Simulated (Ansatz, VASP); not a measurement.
# TaC3: VASP beside Ansatz

The input INCAR:

```
PREC     = Accurate       # precision mode
ENCUT    = 600            # plane-wave cutoff, eV
EDIFF    = 1E-6           # SCF threshold, eV
ISMEAR   = 0              # smearing method
SIGMA    = 0.1            # smearing width, eV
LREAL    = False          # projectors in reciprocal space
LASPH    = True           # aspherical terms in the spheres
NELM     = 60             # most SCF steps
ALGO     = Normal         # electronic algorithm
ISIF     = 3              # what is computed and relaxed
LWAVE    = False          # write WAVECAR
LCHARG   = False          # write CHGCAR
GGA      = PE             # functional
IBRION   = 2              # ionic algorithm
NSW      = 100            # ionic steps
EDIFFG   = -0.01          # ionic threshold
```

KPOINTS

```
Automatic mesh
0
Gamma
  12 12 8
```

POSCAR

```
TaC3
1.0
    4.5101245890      0.0000000000      0.0000000000
   -2.2550622945      3.9058824683      0.0000000000
    0.0000000000      0.0000000000      4.4632801682
Ta C
2 6
Direct
    0.3333333333      0.6666666667      0.2500000000
    0.6666666667      0.3333333333      0.7500000000
    0.7790713958      0.5581427916      0.2500000000
    0.2209286042      0.7790713958      0.7500000000
    0.4418572084      0.2209286042      0.2500000000
    0.2209286042      0.4418572084      0.7500000000
    0.7790713958      0.2209286042      0.2500000000
    0.5581427916      0.7790713958      0.7500000000
```

Input for Ansatz:

```yaml
crystal:
  lattice:
    - [4.510124589, 0.0, 0.0]
    - [-2.2550622945, 3.9058824683, 0.0]
    - [0.0, 0.0, 4.4632801682]
  atoms:
    - { symbol: Ta, position: [0.3333333333, 0.6666666667, 0.25] }
    - { symbol: Ta, position: [0.6666666667, 0.3333333333, 0.75] }
    - { symbol: C, position: [0.7790713958, 0.5581427916, 0.25] }
    - { symbol: C, position: [0.2209286042, 0.7790713958, 0.75] }
    - { symbol: C, position: [0.4418572084, 0.2209286042, 0.25] }
    - { symbol: C, position: [0.2209286042, 0.4418572084, 0.75] }
    - { symbol: C, position: [0.7790713958, 0.2209286042, 0.25] }
    - { symbol: C, position: [0.5581427916, 0.7790713958, 0.75] }
basis:
  ecutwfc: 420
kpoints:
  mp_grid: { grid: [12, 12, 8] }
hamiltonian:
  xc: pbe
scf:
  occupations: { method: gaussian, width: 0.1 }
output:
  forces: true
  stress: true
  eigenvalues: true
relax:
  adjacent_minimum: "off"
  f_tol: 0.01
  max_steps: 80
  cell: { stress_tol: 0.05 }
```

Alike in both runs: task relaxation of cell and atoms; functional PBE; k mesh 12 × 12 × 8; occupations gaussian, width 0.1 eV; no spin polarisation.

```csv
,VASP,Ansatz
version,VASP 6.6.1,Ansatz 0.2.0
potentials or method,"VASP PAW PBE potentials, release 64 (Ta_pv, C), cutoff 600 eV","scalar-relativistic, plane waves, PAW"
valence electrons in the cell,46,50
```

```csv
,VASP,Ansatz,Ansatz less VASP
"gap on the k mesh at the Fermi level, each at its own relaxed structure (eV)",none,none,-
relaxed volume (Å³/atom),9.84,9.82,-0.016
relaxed cell length with the largest relative difference (Å),4.492,4.489,-0.0036
```

A gap of «none» marks a metal or a gap that the smearing closes. VASP's potentials hold 46 valence electrons a cell and Ansatz's 50, so a difference there can come from the potentials and not from the codes.

Neither program's run includes spin-orbit coupling.
